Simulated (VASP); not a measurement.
# BN (F-43m) in VASP: single point with LDA

Aim: the single point of BN with LDA.

Program: VASP 6.6.1. These are calculated values, not measurements. Logs are shortened: lines on timing, memory, paths and dates and some standing lists are left out, and cuts for length are marked.

## (1) The cell of the first run

It takes space group F-43m (No. 216, cubic). Conventional cell: a = 3.581 Å, b = 3.581 Å, c = 3.581 Å, α = 90.00°, β = 90.00°, γ = 90.00°. B (site symmetry -43m) has 4 N at 1.55 Å within 2.1 Å. Within 2.1 Å of N (site symmetry -43m) lie 4 B at 1.55 Å.

## (2) Single point, LDA

File INCAR:

```
  PREC = Accurate
  ENCUT = 1330
  EDIFF = 1E-6
  ISMEAR = -1
  SIGMA = 0.02
  LREAL = False
  LASPH = True
  NELM = 120
  ALGO = Normal
  ISIF = 2
  LWAVE = False
  LCHARG = False
  GGA = CA
  NBANDS = 11
  GGA_COMPAT = False
```

File KPOINTS:

```
regular mesh
0
Gamma
  10 10 10
```

File POSCAR:

```
BN
1.0
    0.0000000000      1.7902647164      1.7902647164
    1.7902647164      0.0000000000      1.7902647164
    1.7902647164      1.7902647164      0.0000000000
B N
1 1
Direct
    0.0000000000      0.0000000000      0.0000000000
    0.2500000000      0.2500000000      0.2500000000
```

Potentials or basis: VASP PAW LDA potentials, release 64 (B_h, N_h).

Command:

```bash
$ cat potpaw_LDA.64/B_h/POTCAR potpaw_LDA.64/N_h/POTCAR > POTCAR
$ mpirun -np 1 vasp_std > vasp.out
```

OUTCAR:

```text
PREC = Accurate
   ENCUT = 1330
   EDIFF = 1E-6
   ISMEAR = -1
   LREAL = False
   LASPH = True
   NELM = 120
   ISIF = 2
   GGA = CA

 ion  position               nearest neighbor table
   1  0.000  0.000  0.000-
   2  0.250  0.250  0.250-

  LATTYP: Found a face centered cubic cell.
 ALAT       =     3.5805294328

  Lattice vectors:

 A1 = (   0.0000000000,   1.7902647164,   1.7902647164)
 A2 = (   1.7902647164,   0.0000000000,   1.7902647164)
 A3 = (   1.7902647164,   1.7902647164,   0.0000000000)

Analysis of symmetry for initial positions (statically):
=====================================================================
 Subroutine PRICEL returns:
 Original cell was already a primitive cell.

 Routine SETGRP: Setting up the symmetry group for a
 face centered cubic supercell.

 Subroutine GETGRP returns: Found 24 space group operations
 (whereof 24 operations were pure point group operations)
 out of a pool of 48 trial point group operations.

The static configuration has the point symmetry T_d .

Analysis of symmetry for dynamics (positions and initial velocities):
=====================================================================
 Subroutine PRICEL returns:
 Original cell was already a primitive cell.

 Routine SETGRP: Setting up the symmetry group for a
 face centered cubic supercell.

 Subroutine GETGRP returns: Found 24 space group operations
 (whereof 24 operations were pure point group operations)
 out of a pool of 48 trial point group operations.

The dynamic configuration has the point symmetry T_d .

 Subroutine INISYM returns: Found 24 space group operations
 (whereof 24 operations are pure point group operations),
 and found     1 'primitive' translations

----------------------------------------------------------------------------------------

                                     Primitive cell

  volume of cell :      11.4758

  direct lattice vectors                    reciprocal lattice vectors
     0.000000000  1.790264716  1.790264716    -0.279288306  0.279288306  0.279288306
     1.790264716  0.000000000  1.790264716     0.279288306 -0.279288306  0.279288306
     1.790264716  1.790264716  0.000000000     0.279288306  0.279288306 -0.279288306

  length of vectors
     2.531816642  2.531816642  2.531816642     0.483741536  0.483741536  0.483741536

  position of ions in fractional coordinates (direct lattice)
     0.000000000  0.000000000  0.000000000
     0.250000000  0.250000000  0.250000000

  ion indices of the primitive-cell ions
   primitive index   ion index
                 1           1
                 2           2

----------------------------------------------------------------------------------------

 KPOINTS: regular mesh

Automatic generation of k-mesh.
 Grid dimensions read from file:
 generate k-points for:   10   10   10

 Generating k-lattice:

  Cartesian coordinates                     Fractional coordinates (reciprocal lattice)
    -0.027928831  0.027928831  0.027928831     0.100000000  0.000000000  0.000000000
     0.027928831 -0.027928831  0.027928831     0.000000000  0.100000000  0.000000000
     0.027928831  0.027928831 -0.027928831     0.000000000  0.000000000  0.100000000

  Length of vectors
     0.048374154  0.048374154  0.048374154

  Shift w.r.t. Gamma in fractional coordinates (k-lattice)
     0.000000000  0.000000000  0.000000000

 Subroutine IBZKPT returns following result:
 ===========================================

 Found     47 irreducible k-points:

 Following reciprocal coordinates:
            Coordinates               Weight
  0.000000  0.000000  0.000000      1.000000
  0.100000  0.000000  0.000000      8.000000
  0.200000  0.000000  0.000000      8.000000
  0.300000  0.000000  0.000000      8.000000
  0.400000  0.000000  0.000000      8.000000
  0.500000  0.000000  0.000000      4.000000
[... 16 lines left out ...]
  0.300000  0.300000  0.000000      6.000000
  0.400000  0.300000  0.000000     24.000000
 [... further k-points ...]
   k-points           NKPTS =     47   k-points in BZ     NKDIM =     47   number of bands    NBANDS=     11
   number of dos      NEDOS =    301   number of ions     NIONS =      2
   total plane-waves  NPLWV =  27000
   dimension x,y,z NGX =    30 NGY =   30 NGZ =   30
   dimension x,y,z NGXF=    60 NGYF=   60 NGZF=   60
   ions per type =               1   1
   NGX,Y,Z   is equivalent  to a cutoff of  19.70, 19.70, 19.70 a.u.
   NGXF,Y,Z  is equivalent  to a cutoff of  39.40, 39.40, 39.40 a.u.
 SYSTEM =  unknown system
   PREC   = accura    normal or accurate (medium, high low for compatibility)
   ISTART =      0    job   : 0-new  1-cont  2-samecut
   ICHARG =      2    charge: 1-file 2-atom 10-const
   ISPIN  =      1    spin polarized calculation?
   LNONCOLLINEAR =      F non collinear calculations
   LSORBIT =      F    spin-orbit coupling
   LASPH  =      T    aspherical Exc in radial PAW
   ENCUT  = 1330.0 eV  97.75 Ry    9.89 a.u.   7.53  7.53  7.53*2*pi/ulx,y,z
   NELM   =    120;   NELMIN=  2; NELMDL= -5     # of ELM steps
   EDIFF  = 0.1E-05   stopping-criterion for ELM
   LREAL  =      F    real-space projection
   EDIFFG = 0.1E-04   stopping-criterion for IOM
   NSW    =      0    number of steps for IOM
   IBRION =     -1    ionic relax: 0-MD 1-quasi-New 2-CG
   NFREE  =      0    steps in history (QN), initial steepest desc. (CG)
   ISIF   =      2    stress and relaxation
   ISYM   =      2    0-nonsym 1-usesym 2-fastsym
   POTIM  = 0.5000    time-step for ionic-motion
   TEBEG  =    0.0;   TEEND  =   0.0 temperature during run
   PSTRESS=    0.0 pullay stress
   NELECT =       8.0000    total number of electrons
   NUPDOWN=      -1.0000    fix difference up-down
   EMIN   =  10.00;   EMAX   =-10.00  energy-range for DOS
   EFERMI =   0.00;   METHOD = LEGACY
   ISMEAR =    -1;   SIGMA  =   0.02  broadening in eV -4-tet -1-fermi 0-gaus
   EFERMI_NEDOS =   21; number of points for ismear=-14 and -15
   IALGO  =     38    algorithm
   IMIX   =      4    mixing-type and parameters
     AMIX     =   0.40;   BMIX     =  1.00
     AMIX_MAG =   1.60;   BMIX_MAG =  1.00
  volume/ion in A,a.u.               =       5.74        38.72
  Fermi-wavevector in a.u.,A,eV,Ry     =   1.451591  2.743109 28.669056  2.107116
  Thomas-Fermi vector in A             =   2.569070
   LORBIT       =      0    0 simple, 1 ext, 2 COOP (PROOUT), +10 PAW based schemes
   GGA     = CA    functional components
   LHFCALC =     F    Hartree Fock is set to
   AEXX    =    0.0000 exact exchange contribution
   IVDW    =     0    specifies the selected vdW correction
   LEPSILON=     F    determine dielectric tensor
   LRPA    =     F    only Hartree local field effects (RPA)
 non-spin polarized calculation
  energy-cutoff  :     1330.00
  volume of cell :       11.48
 maximum number of plane-waves:      1295
   NGX = 15   NGY = 15   NGZ = 15

 number of electron       8.0000000 magnetization

 Free energy of the ion-electron system (eV)
  ---------------------------------------------------
  ext. energy  EPLUGINS =         0.00000000
  ---------------------------------------------------
  free energy    TOTEN  =       -19.42115847 eV

  energy without entropy =      -19.42115847  energy(sigma->0) =      -19.42115847

 E-fermi :   9.6528     XC(G=0): -13.4083

 val. band max:        9.2556041373   @ k =   0.0000   0.0000   0.0000
 cond. band min:      13.6372857886   @ k =   0.5000   0.5000   0.0000
 fundamental gap:      4.3816816513
 Fermi energy:         9.6527863271

 k-point     1 :       0.0000    0.0000    0.0000
  band No.  band energies     occupation
      1     -11.1437      2.00000
      2       9.2556      2.00000
      3       9.2556      2.00000
      4       9.2556      2.00000
      5      18.0785      0.00000
      6      18.0785      0.00000
      7      18.0785      0.00000
      8      20.1647      0.00000
      9      34.2962      0.00000
     10      37.3851      0.00000
     11      37.3851      0.00000

 k-point     2 :       0.1000    0.0000    0.0000
  band No.  band energies     occupation
      1     -10.8942      2.00000
      2       7.9701      2.00000
      3       8.9912      2.00000
      4       8.9912      2.00000
      5      18.4345      0.00000
      6      18.4751      0.00000
      7      18.4751      0.00000
      8      20.8870      0.00000
      9      33.8439      0.00000
     10      34.6042      0.00000
     11      34.6042      0.00000

 k-point     3 :       0.2000    0.0000    0.0000
  band No.  band energies     occupation
      1     -10.1582      2.00000
      2       5.2106      2.00000
      3       8.3998      2.00000
      4       8.3998      2.00000
      5      18.9489      0.00000
      6      19.2903      0.00000
      7      19.2903      0.00000
      8      22.4181      0.00000
      9      33.0092      0.00000
     10      33.0956      0.00000
     11      33.0956      0.00000

 k-point     4 :       0.3000    0.0000    0.0000
  band No.  band energies     occupation
      1      -8.9883      2.00000
      2       2.1882      2.00000
      3       7.8041      2.00000
      4       7.8041      2.00000
      5      19.4077      0.00000
      6      19.8599      0.00000
      7      19.8599      0.00000
      8      23.6708      0.00000
      9      32.5621      0.00000
     10      33.3607      0.00000
     11      33.3607      0.00000
[... 239 lines left out ...]
 k-point    22 :      -0.2000    0.2000    0.0000
  band No.  band energies     occupation
      1      -8.6018      2.00000
      2       3.0058      2.00000
      3       4.8667      2.00000
      4       7.9155      2.00000
      5      19.9266      0.00000
      6      20.2819      0.00000
      7      20.9010      0.00000
      8      23.3212      0.00000
      9      30.6535      0.00000
     10      31.6061      0.00000
     11      36.4120      0.00000

 k-point    23 :       0.3000    0.3000    0.0000
  band No.  band energies     occupation
      1      -8.2875      2.00000
      2       4.0466      2.00000
      3       5.4616      2.00000
      4       5.4616      2.00000
      5      15.3845      0.00000
      6      20.1571      0.00000
      7      24.1394      0.00000
      8      24.1394      0.00000
      9      28.2374      0.00000
     10      36.9659      0.00000
     11      41.5614      0.00000

 k-point    24 :       0.4000    0.3000    0.0000
  band No.  band energies     occupation
      1      -7.2379      2.00000
      2       2.4283      2.00000
      3       4.6025      2.00000
      4       5.0408      2.00000
      5      15.3320      0.00000
      6      19.9826      0.00000
      7      24.9561      0.00000
      8      24.9991      0.00000
      9      29.1601      0.00000
     10      36.6563      0.00000
     11      41.3844      0.00000

 [... further k-points ...]
[... 5 lines left out ...]
  --------------------------------------------------------------------------------------
  -------------------------------------------------------------------------------------
  Total        0.0506836      0.0506836      0.0506836     -0.0000000      0.0000000      0.0000000
  in kB        7.0761409      7.0761409      7.0761409     -0.0000000      0.0000000      0.0000000
  external PRESSURE =       7.0761409 kB  Pullay stress =       0.0000000 kB

 VOLUME and BASIS-vectors are now :
 -----------------------------------------------------------------------------
  energy-cutoff  :     1330.00
  volume of cell :       11.48
      direct lattice vectors                 reciprocal lattice vectors
     0.000000000  1.790264716  1.790264716    -0.279288306  0.279288306  0.279288306
     1.790264716  0.000000000  1.790264716     0.279288306 -0.279288306  0.279288306
     1.790264716  1.790264716  0.000000000     0.279288306  0.279288306 -0.279288306

 POSITION                                       TOTAL-FORCE (eV/Angst)
 -----------------------------------------------------------------------------------
      0.00000      0.00000      0.00000         0.000000     -0.000000      0.000000
      0.89513      0.89513      0.89513        -0.000000      0.000000     -0.000000
 -----------------------------------------------------------------------------------
    total drift:                                0.000000      0.000000     -0.000000

  FREE ENERGIE OF THE ION-ELECTRON SYSTEM (eV)
  ---------------------------------------------------
  free  energy   TOTEN  =       -19.4211584741 eV

  energy  without entropy=      -19.4211584741  energy(sigma->0) =      -19.42115847
```

Run time: 9.5 s. Hardware: 1 thread of AMD EPYC 9R45 (Zen 5), shared host; peak memory 0.12 GiB.

Results:

- Free energy: -19.4212 eV
- Pressure: 0.7 GPa
- Band gap on the k mesh: 4.38 eV (least direct gap 8.82 eV)
